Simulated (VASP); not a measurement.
A run of VASP 6.6.1:

File POSCAR:

```
KCl
1.0
    0.0560547066      3.5265110673      3.5265110673
    3.5265110673      0.0560547066      3.5265110673
    3.5265110673      3.5265110673      0.0560547066
K Cl
1 1
Direct
    0.0018627498      0.0018627498      0.0018627498
    0.2481372502      0.2481372502      0.2481372502
```

File INCAR.step1:

```
PREC = Accurate
ENCUT = 520
EDIFF = 1E-5
ISMEAR = 0
SIGMA = 0.01
LREAL = F
LASPH = T
NELM = 100
ALGO = Normal
ISIF = 2
LWAVE = T
GGA = PE
NBANDS = 15
```

Contents of INCAR.step2:

```
PREC = Accurate
ENCUT = 520
EDIFF = 1E-6
ISMEAR = 0
SIGMA = 0.01
LREAL = F
LASPH = T
NELM = 100
ALGO = Normal
ISIF = 2
LWAVE = F
LCHARG = T
GGA = PE
LHFCALC = T
HFSCREEN = 0.2079
PRECFOCK = Normal
LELF = T
LVHAR = T
ISTART = 1
NBANDS = 15
```

Contents of KPOINTS:

```
regular mesh
0
Gamma
  4 4 4
```

Potentials or basis: VASP PAW PBE potentials, release 64 (K_sv, Cl).

Run with:

```sh
$ cat potpaw_PBE.64/K_sv/POTCAR potpaw_PBE.64/Cl/POTCAR > POTCAR
$ cp INCAR.step1 INCAR
$ mpirun -np 1 vasp_std > vasp.out
$ cp INCAR.step2 INCAR
$ mpirun -np 1 vasp_std > vasp.out
```

Hardware: 1 thread of Intel(R) Xeon(R) Platinum 8259CL CPU @ 2.50GHz (Skylake/Cascade Lake), with other jobs on the host.

**Question.** How long does it take, and how much memory?

**Answer.** It took 14 min on 1 thread of Intel(R) Xeon(R) Platinum 8259CL CPU @ 2.50GHz (Skylake/Cascade Lake) (shared host), peak memory 0.34 GiB. Counts: k points 13.
